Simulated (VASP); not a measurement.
Write the native input for VASP 6.6.1 that does the following.

```
Task                   : single point
Functional             : PBE
Potentials or basis    : VASP PAW PBE potentials, release 64 (W_sv, C)
Cutoff                 : 520 eV
k mesh                 : 18 × 18 × 16
Occupations            : gaussian, width 0.15 eV
Spin                   : no spin polarisation
Dipole correction      : no
Further INCAR settings : ALGO = Fast; EDIFF = 1e-06; NBANDS = 16
```

The structure of WC lies in POSCAR:

```
WC
1.0
    2.9005014360      0.0000000000      0.0000000000
   -1.4502507180      2.5119079273      0.0000000000
    0.0000000000      0.0000000000      2.8290000000
W C
1 1
Direct
   -0.0865212091     -0.0633379210     -0.1590668081
    0.6666666667      0.3333333333      0.5000000000
```

This cell differs from its parent crystal: atom 1 (W) moved by (-0.225, -0.450) A along [1 1 0] and z.

The input as run:

INCAR

```
SYSTEM = WC
  PREC = Accurate
  ENCUT = 520
  EDIFF = 1E-6
  ISMEAR = 0
  SIGMA = 0.15
  LREAL = .FALSE.
  LASPH = .TRUE.
  NELM = 80
  ALGO = Fast
  ISIF = 2
  LWAVE = .FALSE.
  LCHARG = .TRUE.
  GGA = PE
  LELF = .TRUE.
  LVHAR = .TRUE.
  NBANDS = 16
```

KPOINTS

```
regular mesh
0
G
  18 18 16
  0 0 0
```

Potentials or basis: VASP PAW PBE potentials, release 64 (W_sv, C).

The run is started by

```bash
$ cat potpaw_PBE.64/W_sv/POTCAR potpaw_PBE.64/C/POTCAR > POTCAR
$ mpirun -np 1 vasp_std > vasp.out
```

Results of the run:

| Quantity | Value |
| --- | --- |
| Pressure | 63.7 GPa |
| Largest force | 9.623 eV/Å |
| Band gap on the k mesh | zero (bands 9 and 10 overlap by 1.58 eV) |

Caveat: the cell differs from its parent crystal (atom 1 (W) moved by (-0.225, -0.450) A along [1 1 0] and z); the stress differs along the axes, from 41 to 90 GPa; spin-orbit coupling is left out, which moves the levels of the heavy elements; forces of over 1 eV/Å act on the atoms, so gaps and moduli don't describe the material at rest.

Wall time 14 min on 1 thread of Oxide Virtual Turin-like Processor, with other jobs on the host, peak memory 0.85 GiB.
